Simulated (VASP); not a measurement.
A run of VASP 6.6.1 is set up as follows.

INCAR

```
  PREC = Accurate
  ENCUT = 520
  EDIFF = 1E-6
  ISMEAR = 0
  SIGMA = 0.15
  LREAL = False
  LASPH = True
  NELM = 80
  ALGO = Fast
  ISIF = 2
  LWAVE = False
  LCHARG = False
  GGA = PS
  NBANDS = 14
```

The input KPOINTS:

```
regular mesh
0
Gamma
  24 24 6
```

POSCAR

```
Al
1.0
    2.7905299667      0.0000000000      0.0000000000
   -1.3952649834      2.4166698412      0.0000000000
    0.0000000000      0.0000000000      9.6303542053
Al
4
Direct
    0.0000000000      0.0000000000      0.0000000000
    0.3333333333      0.6666666667      0.2500000000
    0.0000000000      0.0000000000      0.5000000000
    0.6666666667      0.3333333333      0.7500000000
```

Potentials or basis: VASP PAW PBE potentials, release 64 (Al).

Run with:

```sh
$ cat potpaw_PBE.64/Al/POTCAR > POTCAR
$ mpirun -np 1 vasp_std > vasp.out
```

(1) Estimate the pressure.

(2) What does it give for the band gap on the k mesh?

Answers

(1) 0.4 GPa.

(2) zero (bands 6 and 7 overlap by 4.73 eV).

Caveat: the PAW data sets were made with another functional, which shifts forces and pressure a little.
